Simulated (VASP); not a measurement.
# Ru (Pm-3m) in VASP: notebook, part 2 of 2

VASP 6.6.1. Earlier steps stand in the parts before.

## 4. Single point, PBEsol

This run uses another cell than the first one: it holds 2 atoms, not 1.

File INCAR:

```
SYSTEM = Ru
PREC = Accurate
ENCUT = 520
EDIFF = 1E-6
ISMEAR = 0
SIGMA = 0.1
LREAL = .FALSE.
LASPH = .TRUE.
NELM = 60
ALGO = Fast
ISIF = 2
LWAVE = .FALSE.
LCHARG = .TRUE.
GGA = PS
LELF = .TRUE.
LVHAR = .TRUE.
NBANDS = 21
```

File KPOINTS:

```
Automatic mesh
0
G
  15 15 15
  0 0 0
```

File POSCAR:

```
Ru
1.0
    1.7535327746      1.0124026195      2.8633801757
   -1.7535327746      1.0124026195      2.8633801757
    0.0000000000     -2.0248052389      2.8633801757
Ru
2
Direct
    0.2500029060      0.2500029060      0.2500029060
    0.7499970940      0.7499970940      0.7499970940
```

Potentials or basis: VASP PAW PBE potentials, release 64 (Ru_pv).

Command:

```sh
cat potpaw_PBE.64/Ru_pv/POTCAR > POTCAR
mpirun -np 1 vasp_std > vasp.out
```

OUTCAR:

```text
SYSTEM = Ru
   PREC = Accurate
   ENCUT = 520
   EDIFF = 1E-6
   ISMEAR = 0
   LREAL = .FALSE.
   LASPH = .TRUE.
   NELM = 60
   ISIF = 2
   GGA = PS

 ion  position               nearest neighbor table
   1  0.250  0.250  0.250-   2 2.48   2 2.48   2 2.48   2 2.48   2 2.48   2 2.48
   2  0.750  0.750  0.750-   1 2.48   1 2.48   1 2.48   1 2.48   1 2.48   1 2.48

  LATTYP: Found a trigonal (rhomboedric) cell.
 ALAT       =     3.5069619739
 COS(alpha) =     0.4999704654

  Lattice vectors:

 A1 = (   1.7535327746,   1.0124026195,   2.8633801757)
 A2 = (  -1.7535327746,   1.0124026195,   2.8633801757)
 A3 = (   0.0000000000,  -2.0248052389,   2.8633801757)

Analysis of symmetry for initial positions (statically):
=====================================================================
 Subroutine PRICEL returns:
 Original cell was already a primitive cell.

 Routine SETGRP: Setting up the symmetry group for a
 trigonal (rhombohedral) supercell.

 Subroutine GETGRP returns: Found 12 space group operations
 (whereof 12 operations were pure point group operations)
 out of a pool of 12 trial point group operations.

The static configuration has the point symmetry D_3d.

Analysis of symmetry for dynamics (positions and initial velocities):
=====================================================================
 Subroutine PRICEL returns:
 Original cell was already a primitive cell.

 Routine SETGRP: Setting up the symmetry group for a
 trigonal (rhombohedral) supercell.

 Subroutine GETGRP returns: Found 12 space group operations
 (whereof 12 operations were pure point group operations)
 out of a pool of 12 trial point group operations.

The dynamic configuration has the point symmetry D_3d.

 Subroutine INISYM returns: Found 12 space group operations
 (whereof 12 operations are pure point group operations),
[... 105 lines left out ...]
   TEBEG  =    0.0;   TEEND  =   0.0 temperature during run
   PSTRESS=    0.0 pullay stress
   NELECT =      28.0000    total number of electrons
   NUPDOWN=      -1.0000    fix difference up-down
   EMIN   =  10.00;   EMAX   =-10.00  energy-range for DOS
   EFERMI =   0.00;   METHOD = LEGACY
   ISMEAR =     0;   SIGMA  =   0.10  broadening in eV -4-tet -1-fermi 0-gaus
   EFERMI_NEDOS =   21; number of points for ismear=-14 and -15
   IALGO  =     68    algorithm
   IMIX   =      4    mixing-type and parameters
     AMIX     =   0.40;   BMIX     =  1.00
     AMIX_MAG =   1.60;   BMIX_MAG =  1.00
  volume/ion in A,a.u.               =      15.25       102.91
  Fermi-wavevector in a.u.,A,eV,Ry     =   1.591091  3.006726 34.444112  2.531571
  Thomas-Fermi vector in A             =   2.689685
   LORBIT       =      0    0 simple, 1 ext, 2 COOP (PROOUT), +10 PAW based schemes
   GGA     = PS    functional components
   LHFCALC =     F    Hartree Fock is set to
   AEXX    =    0.0000 exact exchange contribution
   IVDW    =     0    specifies the selected vdW correction
   LEPSILON=     F    determine dielectric tensor
   LRPA    =     F    only Hartree local field effects (RPA)
 non-spin polarized calculation
 RMM-DIIS sequential band-by-band and
 Gauss-broadening in eV      SIGMA  =   0.10
  energy-cutoff  :      520.00
  volume of cell :       30.50
 maximum number of plane-waves:       869
 NGX is ok and might be reduce to    28

 number of electron      27.9999999 magnetization

 Free energy of the ion-electron system (eV)
  ---------------------------------------------------
  ext. energy  EPLUGINS =         0.00000000
  ---------------------------------------------------
  free energy    TOTEN  =       -17.89874101 eV

  energy without entropy =      -17.88256069  energy(sigma->0) =      -17.89065085

 E-fermi :  10.9944     XC(G=0): -13.4181

 val. band max:       10.9883770194   @ k =   0.3333   0.2667   0.1333
 cond. band min:      10.9963796291   @ k =  -0.3333  -0.4667   0.2000
 fundamental gap:      0.0080026097
 Fermi energy:        10.9944381390

 k-point     1 :       0.0000    0.0000    0.0000
  band No.  band energies     occupation
      1     -32.2892      2.00000
      2     -32.2892      2.00000
      3     -32.2891      2.00000
      4     -31.4127      2.00000
      5     -31.4126      2.00000
      6     -31.4126      2.00000
[... 565 lines left out ...]
     20      22.4389      0.00000
     21      24.2654      0.00000

 [... further k-points ...]
[... 5 lines left out ...]
  --------------------------------------------------------------------------------------
  -------------------------------------------------------------------------------------
  Total        0.0084411      0.0084411      0.0084801     -0.0000000      0.0000000      0.0000000
  in kB        0.4434145      0.4434145      0.4454638     -0.0000000      0.0000000      0.0000000
  external PRESSURE =       0.4440976 kB  Pullay stress =       0.0000000 kB

 VOLUME and BASIS-vectors are now :
 -----------------------------------------------------------------------------
  energy-cutoff  :      520.00
  volume of cell :       30.50
      direct lattice vectors                 reciprocal lattice vectors
     1.753532775  1.012402619  2.863380176     0.285138668  0.164624887  0.116412531
    -1.753532775  1.012402619  2.863380176    -0.285138668  0.164624887  0.116412531
     0.000000000 -2.024805239  2.863380176     0.000000000 -0.329249774  0.116412531

 POSITION                                       TOTAL-FORCE (eV/Angst)
 -----------------------------------------------------------------------------------
      0.00000      0.00000      2.14756         0.000000     -0.000000     -0.000184
      0.00000      0.00000      6.44258         0.000000      0.000000      0.000184
 -----------------------------------------------------------------------------------
    total drift:                                0.000000      0.000000     -0.000000

  FREE ENERGIE OF THE ION-ELECTRON SYSTEM (eV)
  ---------------------------------------------------
  free  energy   TOTEN  =       -17.8987410144 eV

  energy  without entropy=      -17.8825606880  energy(sigma->0) =      -17.89065085
```

It took 93 s on 1 thread of Intel Xeon 6975P-C (Granite Rapids), shared host; peak memory 0.29 GiB.

What came out:

```
Free energy            : -17.8987 eV
Pressure               : 0.0 GPa
Band gap on the k mesh : zero (band 14 reaches 12.69 eV, above the bottom of band 15 at 9.92 eV)
```

Caveat: the PAW data sets were made with another functional, which shifts forces and pressure a little.

## 5. Single point, PBEsol

This run uses another cell than the first one, of 14.19 Å³/atom, 0.930 times its volume.

File INCAR:

```
PREC     = Accurate       # precision mode
ENCUT    = 500            # plane-wave cutoff, eV
EDIFF    = 1E-6           # SCF threshold, eV
ISMEAR   = 0              # smearing method
SIGMA    = 0.1            # smearing width, eV
LREAL    = False          # projectors in reciprocal space
LASPH    = True           # aspherical terms in the spheres
NELM     = 120            # most SCF steps
ALGO     = Normal         # electronic algorithm
ISIF     = 2              # what is computed and relaxed
LWAVE    = False          # write WAVECAR
LCHARG   = False          # write CHGCAR
GGA      = PS             # functional
NBANDS   = 13             # bands
GGA_COMPAT= False
```

File KPOINTS:

```
Automatic mesh
0
Gamma
  8 8 8
```

File POSCAR:

```
Ru
1.0
    2.4209327485      0.0000000000      0.0000000000
    0.0000000000      2.4209327485      0.0000000000
    0.0000000000      0.0000000000      2.4209327485
Ru
1
Direct
    0.0000000000      0.0000000000      0.0000000000
```

Command:

```sh
cat potpaw_PBE.64/Ru_pv/POTCAR > POTCAR
mpirun -np 1 vasp_std > vasp.out
```

Run time: 5.6 s. Hardware: 1 thread of Intel Xeon Platinum 8375C at 2.90GHz (Ice Lake), shared host; peak memory 0.12 GiB.

Results (log left out):

```yaml
Free_energy: -8.9212 eV
Pressure: 21.7 GPa
Band_gap_on_the_k_mesh: zero (band 7 reaches 16.62 eV, above the bottom of band 8 at 10.88 eV)
```

Levels at points of the mesh, in eV from the Fermi level:
```
           k point  band 3  band 4  band 5  band 6  band 7  band 8  band 9  band 10  band 11  band 12
(0.00, 0.00, 0.00)  -42.36   -7.81   -6.14   -6.14    1.99    1.99    1.99    10.71    17.46    17.46
(0.50, 0.00, 0.00)  -42.22   -5.26   -4.92   -1.14   -1.14   -0.43    2.30     8.46    10.71    16.50
(0.50, 0.50, 0.00)  -42.10   -7.09   -4.03   -0.52   -0.52    4.25    6.07     6.07    10.71    14.79
(0.50, 0.50, 0.50)  -43.44   -5.51   -5.51   -5.51    4.46    4.46    8.81    10.71    13.94    13.94
```

Caveat: the PAW data sets were made with another functional, which shifts forces and pressure a little.

## 6. The runs side by side

| task | cell | k mesh | cutoff (eV) | gap on the mesh (eV) | pressure (GPa) |
| --- | --- | --- | --- | --- | --- |
| single point | a = 2.480 Å, 1 atom | 16 × 16 × 16 | 520 | none | 0.2 |
| relaxation of cell and atoms | relaxed from a = 2.479 Å, 1 atom | 16 × 16 × 16 | 600 | none | 0.0 |
| single point | a = 3.507 Å, angles 60.0°, 2 atoms | 15 × 15 × 15 | 520 | none | 0.0 |
| single point | a = 2.421 Å, 1 atom | 8 × 8 × 8 | 500 | none | 21.7 |

Alike in all rows: level PBEsol; potentials or basis VASP PAW PBE potentials, release 64 (Ru_pv); no spin polarisation; smearing gaussian 0.1 eV.

Caveats: the PAW data sets were made with another functional, which shifts forces and pressure a little.

Total energies depend on the potentials used, so only differences within one code and one set of settings carry meaning.
